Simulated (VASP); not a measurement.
# ZnCu (Pm-3m) in VASP: a series of runs

The runs below take ZnCu through single point, relaxation of cell and atoms, with PBEsol.

All numbers are computed with VASP 6.6.1; they aren't measurements. Logs are shortened: lines on timing, memory, paths and dates and some standing lists are left out, and cuts for length are marked.

## (1) The cell of the first run

Symmetry: Pm-3m, No. 221, cubic system. The conventional cell has a = 2.908 Å, b = 2.908 Å, c = 2.908 Å, α = 90.00°, β = 90.00°, γ = 90.00°. Zn (site symmetry m-3m) has 8 Cu at 2.52 Å and 6 Zn at 2.91 Å within 3.3 Å. Cu (site symmetry m-3m) has 8 Zn at 2.52 Å and 6 Cu at 2.91 Å within 3.3 Å.

## (2) Single point, PBEsol

Input file INCAR:

```
PREC = Accurate
ENCUT = 520
EDIFF = 1E-6
ISMEAR = 0
SIGMA = 0.1
LREAL = F
LASPH = T
NELM = 100
ALGO = Normal
ISIF = 2
LWAVE = F
LCHARG = F
GGA = PS
NBANDS = 18
```

Input file KPOINTS:

```
regular mesh
0
Gamma
  14 14 14
```

Input file POSCAR:

```
ZnCu
1.0
    2.9078796958      0.0000000000      0.0000000000
    0.0000000000      2.9078796958      0.0000000000
    0.0000000000      0.0000000000      2.9078796958
Zn Cu
1 1
Direct
    0.5000000000      0.5000000000      0.5000000000
    0.0000000000      0.0000000000      0.0000000000
```

Potentials or basis: VASP PAW PBE potentials, release 64 (Zn, Cu).

Command:

```bash
$ cat potpaw_PBE.64/Zn/POTCAR potpaw_PBE.64/Cu/POTCAR > POTCAR
$ mpirun -np 1 vasp_std > vasp.out
```

OUTCAR:

```text
PREC = Accurate
   ENCUT = 520
   EDIFF = 1E-6
   ISMEAR = 0
   LREAL = F
   LASPH = T
   NELM = 100
   ISIF = 2
   GGA = PS

 ion  position               nearest neighbor table
   1  0.500  0.500  0.500-   2 2.52   2 2.52   2 2.52   2 2.52   2 2.52   2 2.52   2 2.52   2 2.52

   2  0.000  0.000  0.000-   1 2.52   1 2.52   1 2.52   1 2.52   1 2.52   1 2.52   1 2.52   1 2.52

  LATTYP: Found a simple cubic cell.
 ALAT       =     2.9078796958

  Lattice vectors:

 A1 = (   2.9078796958,   0.0000000000,   0.0000000000)
 A2 = (   0.0000000000,   2.9078796958,   0.0000000000)
 A3 = (   0.0000000000,   0.0000000000,   2.9078796958)

Analysis of symmetry for initial positions (statically):
=====================================================================
 Subroutine PRICEL returns:
 Original cell was already a primitive cell.

 Routine SETGRP: Setting up the symmetry group for a
 simple cubic supercell.

 Subroutine GETGRP returns: Found 48 space group operations
[... 9 lines left out ...]

 Routine SETGRP: Setting up the symmetry group for a
 simple cubic supercell.

 Subroutine GETGRP returns: Found 48 space group operations
[... 11 lines left out ...]
                                     Primitive cell

  volume of cell :      24.5883

  direct lattice vectors                    reciprocal lattice vectors
     2.907879696  0.000000000  0.000000000     0.343893181  0.000000000  0.000000000
     0.000000000  2.907879696  0.000000000     0.000000000  0.343893181  0.000000000
     0.000000000  0.000000000  2.907879696     0.000000000  0.000000000  0.343893181

  length of vectors
     2.907879696  2.907879696  2.907879696     0.343893181  0.343893181  0.343893181

  position of ions in fractional coordinates (direct lattice)
     0.500000000  0.500000000  0.500000000
     0.000000000  0.000000000  0.000000000

  ion indices of the primitive-cell ions
   primitive index   ion index
                 1           1
                 2           2

----------------------------------------------------------------------------------------

 KPOINTS: regular mesh

Automatic generation of k-mesh.
 Grid dimensions read from file:
 generate k-points for:   14   14   14

 Generating k-lattice:

  Cartesian coordinates                     Fractional coordinates (reciprocal lattice)
     0.024563799  0.000000000  0.000000000     0.071428571  0.000000000  0.000000000
[... 49 lines left out ...]
 SYSTEM =  unknown system
   PREC   = accura    normal or accurate (medium, high low for compatibility)
   ISTART =      0    job   : 0-new  1-cont  2-samecut
   ICHARG =      2    charge: 1-file 2-atom 10-const
   ISPIN  =      1    spin polarized calculation?
   LNONCOLLINEAR =      F non collinear calculations
   LSORBIT =      F    spin-orbit coupling
   LASPH  =      T    aspherical Exc in radial PAW
   ENCUT  =  520.0 eV  38.22 Ry    6.18 a.u.   5.41  5.41  5.41*2*pi/ulx,y,z
   NELM   =    100;   NELMIN=  2; NELMDL= -5     # of ELM steps
   EDIFF  = 0.1E-05   stopping-criterion for ELM
   LREAL  =      F    real-space projection
   EDIFFG = 0.1E-04   stopping-criterion for IOM
   NSW    =      0    number of steps for IOM
   IBRION =     -1    ionic relax: 0-MD 1-quasi-New 2-CG
   NFREE  =      0    steps in history (QN), initial steepest desc. (CG)
   ISIF   =      2    stress and relaxation
   ISYM   =      2    0-nonsym 1-usesym 2-fastsym
   POTIM  = 0.5000    time-step for ionic-motion
   TEBEG  =    0.0;   TEEND  =   0.0 temperature during run
   PSTRESS=    0.0 pullay stress
   NELECT =      23.0000    total number of electrons
   NUPDOWN=      -1.0000    fix difference up-down
   EMIN   =  10.00;   EMAX   =-10.00  energy-range for DOS
   EFERMI =   0.00;   METHOD = LEGACY
   ISMEAR =     0;   SIGMA  =   0.10  broadening in eV -4-tet -1-fermi 0-gaus
   EFERMI_NEDOS =   21; number of points for ismear=-14 and -15
   IALGO  =     38    algorithm
   IMIX   =      4    mixing-type and parameters
     AMIX     =   0.40;   BMIX     =  1.00
     AMIX_MAG =   1.60;   BMIX_MAG =  1.00
  volume/ion in A,a.u.               =      12.29        82.97
  Fermi-wavevector in a.u.,A,eV,Ry     =   1.601060  3.025565 34.877092  2.563394
  Thomas-Fermi vector in A             =   2.698098
   LORBIT       =      0    0 simple, 1 ext, 2 COOP (PROOUT), +10 PAW based schemes
   GGA     = PS    functional components
   LHFCALC =     F    Hartree Fock is set to
   AEXX    =    0.0000 exact exchange contribution
   IVDW    =     0    specifies the selected vdW correction
   LEPSILON=     F    determine dielectric tensor
   LRPA    =     F    only Hartree local field effects (RPA)
 non-spin polarized calculation
 Gauss-broadening in eV      SIGMA  =   0.10
  energy-cutoff  :      520.00
  volume of cell :       24.59
 maximum number of plane-waves:       691
 NGX is ok and might be reduce to    24
   NGX = 11   NGY = 11   NGZ = 11

 number of electron      22.9999983 magnetization

 Free energy of the ion-electron system (eV)
  ---------------------------------------------------
  ext. energy  EPLUGINS =         0.00000000
  ---------------------------------------------------
  free energy    TOTEN  =        -6.09926142 eV

  energy without entropy =       -6.09783284  energy(sigma->0) =       -6.09854713

 E-fermi :   5.7426     XC(G=0): -12.7816

 val. band max:        5.6161904423   @ k =   0.5000   0.5000   0.2143
 cond. band min:       5.7568757879   @ k =   0.4286   0.3571   0.2143
 fundamental gap:      0.1406853456
 Fermi energy:         5.7425859376

 k-point     1 :       0.0000    0.0000    0.0000
  band No.  band energies     occupation
      1      -4.9339      2.00000
      2      -2.2224      2.00000
      3      -2.2224      2.00000
      4      -1.4584      2.00000
      5      -1.4584      2.00000
      6      -1.4584      2.00000
[... 481 lines left out ...]
      5      -1.5131      2.00000
      6      -1.0529      2.00000
[... 10 lines left out ...]
     17      21.9486      0.00000
     18      22.8360      0.00000

 [... further k-points ...]
[... 5 lines left out ...]
  --------------------------------------------------------------------------------------
  -------------------------------------------------------------------------------------
  Total        0.1102709      0.1102709      0.1102709      0.0000000     -0.0000000      0.0000000
  in kB        7.1852572      7.1852572      7.1852572      0.0000000     -0.0000000      0.0000000
  external PRESSURE =       7.1852572 kB  Pullay stress =       0.0000000 kB

 VOLUME and BASIS-vectors are now :
 -----------------------------------------------------------------------------
  energy-cutoff  :      520.00
  volume of cell :       24.59
      direct lattice vectors                 reciprocal lattice vectors
     2.907879696  0.000000000  0.000000000     0.343893181  0.000000000  0.000000000
     0.000000000  2.907879696  0.000000000     0.000000000  0.343893181  0.000000000
     0.000000000  0.000000000  2.907879696     0.000000000  0.000000000  0.343893181

 POSITION                                       TOTAL-FORCE (eV/Angst)
 -----------------------------------------------------------------------------------
      1.45394      1.45394      1.45394         0.000000      0.000000      0.000000
      0.00000      0.00000      0.00000         0.000000      0.000000      0.000000
 -----------------------------------------------------------------------------------
    total drift:                                0.000000      0.000000     -0.000000

  FREE ENERGIE OF THE ION-ELECTRON SYSTEM (eV)
  ---------------------------------------------------
  free  energy   TOTEN  =        -6.0992614189 eV

  energy  without entropy=       -6.0978328360  energy(sigma->0) =       -6.09854713
```

It took 17 s on 1 thread of Intel Xeon 6975P-C, shared host; peak memory 0.18 GiB.

Results:

```yaml
Free_energy: -6.0993 eV
Pressure: 0.7 GPa
```

Caveat: the PAW data sets were made with another functional, which shifts forces and pressure a little.

## (3) Relaxation of cell and atoms, PBEsol

This run uses another cell than the first one, of 12.77 Å³/atom, 1.039 times its volume.

Input file INCAR:

```
PREC = Accurate
ENCUT = 600
EDIFF = 1E-6
ISMEAR = 0
SIGMA = 0.1
LREAL = False
LASPH = True
NELM = 100
ALGO = Normal
ISIF = 3
LWAVE = False
LCHARG = False
GGA = PS
IBRION = 2
NSW = 100
EDIFFG = -0.005
```

Input file KPOINTS:

```
Automatic mesh
0
Gamma
  14 14 14
```

Input file POSCAR:

```
ZnCu
1.0
    2.9450000000      0.0000000000      0.0000000000
    0.0000000000      2.9450000000      0.0000000000
    0.0000000000      0.0000000000      2.9450000000
Zn Cu
1 1
Direct
    0.5000000000      0.5000000000      0.5000000000
    0.0000000000      0.0000000000      0.0000000000
```

Potentials or basis: VASP PAW PBE potentials, release 64 (Zn, Cu).

Command:

```bash
$ cat potpaw_PBE.64/Zn/POTCAR potpaw_PBE.64/Cu/POTCAR > POTCAR
$ mpirun -np 1 vasp_std > vasp.out
```

OUTCAR:

```text
PREC = Accurate
   ENCUT = 600
   EDIFF = 1E-6
   ISMEAR = 0
   LREAL = False
   LASPH = True
   NELM = 100
   ISIF = 3
   GGA = PS
   IBRION = 2
   NSW = 100
   EDIFFG = -0.005

 ion  position               nearest neighbor table
   1  0.500  0.500  0.500-   2 2.55   2 2.55   2 2.55   2 2.55   2 2.55   2 2.55   2 2.55   2 2.55

   2  0.000  0.000  0.000-   1 2.55   1 2.55   1 2.55   1 2.55   1 2.55   1 2.55   1 2.55   1 2.55

  LATTYP: Found a simple cubic cell.
 ALAT       =     2.9450000000

  Lattice vectors:

 A1 = (   2.9450000000,   0.0000000000,   0.0000000000)
 A2 = (   0.0000000000,   2.9450000000,   0.0000000000)
 A3 = (   0.0000000000,   0.0000000000,   2.9450000000)

Analysis of symmetry for initial positions (statically):
=====================================================================
 Subroutine PRICEL returns:
 Original cell was already a primitive cell.

 Routine SETGRP: Setting up the symmetry group for a
 simple cubic supercell.

 Subroutine GETGRP returns: Found 48 space group operations
[... 9 lines left out ...]

 Routine SETGRP: Setting up the symmetry group for a
 simple cubic supercell.

 Subroutine GETGRP returns: Found 48 space group operations
[... 11 lines left out ...]
                                     Primitive cell

  volume of cell :      25.5421

[... 148 lines left out ...]
  external PRESSURE =     -41.8983844 kB  Pullay stress =       0.0000000 kB
[... 59 lines left out ...]
--------------------------------------- Ionic step        3  -------------------------------------------

 number of electron      22.9999984 magnetization

 Free energy of the ion-electron system (eV)
  ---------------------------------------------------
  ext. energy  EPLUGINS =         0.00000000
  ---------------------------------------------------
  free energy    TOTEN  =        -6.09989727 eV

  energy without entropy =       -6.09845883  energy(sigma->0) =       -6.09917805

 E-fermi :   5.6887     XC(G=0): -12.7513

 val. band max:        5.5664784806   @ k =   0.5000   0.5000   0.2143
 cond. band min:       5.7029517840   @ k =   0.4286   0.3571   0.2143
 fundamental gap:      0.1364733034
 Fermi energy:         5.6886638712

 k-point     1 :       0.0000    0.0000    0.0000
  band No.  band energies     occupation
      1      -4.9440      2.00000
      2      -2.2560      2.00000
      3      -2.2560      2.00000
      4      -1.5017      2.00000
      5      -1.5017      2.00000
      6      -1.5017      2.00000
      7       2.0144      2.00000
      8       2.0144      2.00000
      9       2.8935      2.00000
     10       2.8935      2.00000
     11       2.8935      2.00000
     12      11.9893      0.00000
     13      11.9893      0.00000
     14      11.9893      0.00000
[... 401 lines left out ...]
      2      -2.0474      2.00000
      3      -1.7793      2.00000
      4      -1.6823      2.00000
      5      -1.5559      2.00000
      6      -1.0897      2.00000
      7       1.7103      2.00000
      8       2.1092      2.00000
      9       2.4579      2.00000
     10       2.5132      2.00000
     11       2.7959      2.00000
     12       5.1313      2.00000
     13      10.2846      0.00000
     14      15.4092      0.00000
     15      16.1625      0.00000

 [... further k-points ...]
[... 5 lines left out ...]
  --------------------------------------------------------------------------------------
  -------------------------------------------------------------------------------------
  Total        0.0029956      0.0029956      0.0029956      0.0000000     -0.0000000      0.0000000
  in kB        0.1941580      0.1941580      0.1941580      0.0000000     -0.0000000      0.0000000
  external PRESSURE =       0.1941580 kB  Pullay stress =       0.0000000 kB
[... 17 lines left out ...]
  FREE ENERGIE OF THE ION-ELECTRON SYSTEM (eV)
  ---------------------------------------------------
  free  energy   TOTEN  =        -6.0998972677 eV

  energy  without entropy=       -6.0984588285  energy(sigma->0) =       -6.09917805

 reached required accuracy - stopping structural energy minimisation
```

OSZICAR:

```text
N       E                     dE             d eps       ncg     rms          rms(c)
DAV:   1     0.116528908875E+03    0.11653E+03   -0.12691E+04  3736   0.279E+03
DAV:   2    -0.406828424092E+01   -0.12060E+03   -0.11779E+03  3635   0.346E+02
DAV:   3    -0.737728657988E+01   -0.33090E+01   -0.33005E+01  4307   0.772E+01
[... 24 lines left out ...]
DAV:   4    -0.610130329376E+01    0.51040E-02   -0.11535E-02  4877   0.339E+00    0.267E-01
DAV:   5    -0.609989692347E+01    0.14064E-02   -0.11412E-03  5849   0.632E-01    0.207E-02
DAV:   6    -0.609989413103E+01    0.27924E-05   -0.77686E-05  4960   0.201E-01    0.737E-03
DAV:   7    -0.609989705170E+01   -0.29207E-05   -0.18508E-06  2948   0.288E-02    0.905E-04
DAV:   8    -0.609989726768E+01   -0.21598E-06   -0.68096E-07  1922   0.160E-02
   3 F= -.60998973E+01 E0= -.60991780E+01  d E =-.109757E-01
```

CONTCAR:

```text
ZnCu
   1.00000000000000
     2.9130370317629093    0.0000000000000000   -0.0000000000000000
     0.0000000000000000    2.9130370317629093    0.0000000000000000
    -0.0000000000000000    0.0000000000000000    2.9130370317629093
  Zn              Cu
     1     1
Direct
     0.5000000000000000    0.5000000000000000    0.5000000000000000
     0.0000000000000000    0.0000000000000000    0.0000000000000000

  0.00000000E+00  0.00000000E+00  0.00000000E+00
  0.00000000E+00  0.00000000E+00  0.00000000E+00
```

Run time: 40 s. Hardware: 1 thread of Intel Xeon 6975P-C, shared host; peak memory 0.19 GiB.

What came out:

```yaml
Free_energy: -6.0999 eV
Relaxed_volume: 12.36 Å³/atom
Relaxed_cell: a = 2.913 Å, b = 2.913 Å, c = 2.913 Å, α = 90.00°, β = 90.00°, γ = 90.00°
Space_group_after_relaxing_to_0.05_Å: Pm-3m (No. 221)
Energy_gained_by_relaxing: 5.5 meV/atom
Ionic_steps: 3
Pressure_after_relaxing: 0.0 GPa
```

The path:
```csv
step,energy change (eV),largest force (eV/Å),pressure (GPa),volume (Å³)
1,0.0000,0.0000,-4.19,25.54
2,-0.0083,0.0000,2.26,24.33
3,-0.0110,0.0000,0.02,24.72
```

Final structure:
```
Zn Cu
1.0
     2.91304    0.00000    0.00000
     0.00000    2.91304    0.00000
     0.00000    0.00000    2.91304
Zn Cu
1 1
Cartesian
  1.4565 1.4565 1.4565
  0.0000 0.0000 0.0000
```

Levels at points of the mesh, in eV from the Fermi level:
| k point | band 9 | band 10 | band 11 | band 12 | band 13 | band 14 | band 15 |
| --- | --- | --- | --- | --- | --- | --- | --- |
| (0.00, 0.00, 0.00) | -2.80 | -2.80 | -2.80 | 6.30 | 6.30 | 6.30 | 11.46 |
| (0.50, 0.00, 0.00) | -3.38 | -3.38 | -2.88 | -2.04 | 11.96 | 11.96 | 12.57 |
| (0.50, 0.50, 0.00) | -2.94 | -2.55 | -2.03 | -2.03 | 1.88 | 2.21 | 14.24 |
| (0.50, 0.50, 0.50) | -2.53 | -2.53 | 4.05 | 4.39 | 4.39 | 4.39 | 4.60 |

Caveat: the PAW data sets were made with another functional, which shifts forces and pressure a little.

## (4) Single point, PBEsol

This run uses another cell than the first one, of 12.77 Å³/atom, 1.039 times its volume.

Input file INCAR:

```
ALGO = Normal ; EDIFF = 1E-6
ENCUT = 520 ; GGA = PS
ISIF = 2 ; ISMEAR = 0
LASPH = True ; LCHARG = False
LREAL = False ; LWAVE = False
NBANDS = 18 ; NELM = 100
PREC = Accurate ; SIGMA = 0.1
```

Input file KPOINTS:

```
k-points
0
Gamma
  6 6 6
```

POSCAR is that of step 3.

Command:

```bash
$ cat potpaw_PBE.64/Zn/POTCAR potpaw_PBE.64/Cu/POTCAR > POTCAR
$ mpirun -np 1 vasp_std > vasp.out
```

Run time: 5.8 s. Hardware: 1 thread of Intel Xeon 6975P-C, shared host; peak memory 0.14 GiB.

The run converged. Its results:

```yaml
Free_energy: -6.0039 eV
Pressure: -3.5 GPa
```

Levels at points of the mesh, in eV from the Fermi level:
```tsv
k point	band 8	band 9	band 10	band 11	band 12	band 13	band 14	band 15
(0.00, 0.00, 0.00)	-3.55	-2.71	-2.71	-2.71	6.23	6.23	6.23	11.30
(0.50, 0.00, 0.00)	-3.67	-3.26	-3.26	-2.79	-1.99	11.72	11.72	12.34
(0.50, 0.50, 0.00)	-2.86	-2.86	-2.47	-1.87	-1.87	1.78	2.12	13.93
(0.50, 0.50, 0.50)	-4.27	-2.45	-2.45	3.87	4.36	4.36	4.36	4.54
```

Caveat: the PAW data sets were made with another functional, which shifts forces and pressure a little.

## (5) Overview

```csv
task,cell,k mesh,cutoff (eV),gap on the mesh (eV),pressure (GPa)
single point,"a = 2.908 Å, 2 atoms",14 × 14 × 14,520,none,0.7
relaxation of cell and atoms,"relaxed from a = 2.945 Å, 2 atoms",14 × 14 × 14,600,none,0.0
single point,"a = 2.945 Å, 2 atoms",6 × 6 × 6,520,none,-3.5
```

Alike in all rows: level PBEsol; potentials or basis VASP PAW PBE potentials, release 64 (Zn, Cu); no spin polarisation; smearing gaussian 0.1 eV.

Caveats: the PAW data sets were made with another functional, which shifts forces and pressure a little.

Total energies depend on the potentials used, so only differences within one code and one set of settings carry meaning.
